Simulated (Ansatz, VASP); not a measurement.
One calculation of KCl, two programs

INCAR

```
ALGO = Normal ; EDIFF = 1E-6
ENCUT = 500 ; GGA = PE
GGA_COMPAT = F ; ISIF = 2
ISMEAR = 0 ; LASPH = T
LCHARG = T ; LELF = T
LREAL = F ; LVHAR = T
LWAVE = F ; NBANDS = 15
NELM = 120 ; PREC = Accurate
SIGMA = 0.01
```

KPOINTS

```
k-points
0
Gamma
  4 4 4
```

File POSCAR:

```
KCl
1.0
    0.0000000000      3.1464700000      3.1464700000
    3.1464700000      0.0000000000      3.1464700000
    3.1464700000      3.1464700000      0.0000000000
K Cl
1 1
Direct
    0.9626654588      0.0359945412      0.0550754588
    0.4739900000      0.5033200000      0.4998500000
```

Input for Ansatz:

```yaml
crystal:
  lattice:
    - [0.0, 3.14647, 3.14647]
    - [3.14647, 0.0, 3.14647]
    - [3.14647, 3.14647, 0.0]
  atoms:
    - { symbol: K, position: [0.9626654588157523, 0.03599454118424775, 0.05507545881575226] }
    - { symbol: Cl, position: [0.47399, 0.50332, 0.49985] }
basis:
  ecutwfc: 540.0
  xc_grid: 2
kpoints:
  mp_grid:
    grid: [4, 4, 4]
hamiltonian:
  xc: pbe
scf:
  convergence:
    dr2_threshold: 1.0e-09
  occupations:
    method: fixed
output:
  forces: true
  stress: true
```

Alike in both runs: task single point; functional PBE; k mesh 4 × 4 × 4; no spin polarisation.

```csv
,VASP,Ansatz
version,VASP 6.6.1,Ansatz 0.2.0
potentials or method,"VASP PAW PBE potentials, release 64 (K_sv, Cl), cutoff 500 eV","plane waves, PAW"
occupations,"gaussian, width 0.01 eV",fixed
valence electrons in the cell,16,16
```

|  | VASP | Ansatz | Ansatz less VASP |
| --- | --- | --- | --- |
| pressure (GPa) | 1.5 | 1.5 | -0.03 |
| traceless stress, the component that is largest in VASP (GPa) | 1.20 | 1.18 | -0.021 |
| rms of the force components (eV/Å) | 0.284 | 0.279 | -0.0050 |

Atom by atom the forces differ by 0.005 eV/Å (rms over components). Ansatz's warnings: stress scf threshold loose.

The k mesh is coarse, so the values compare programs but aren't converged.
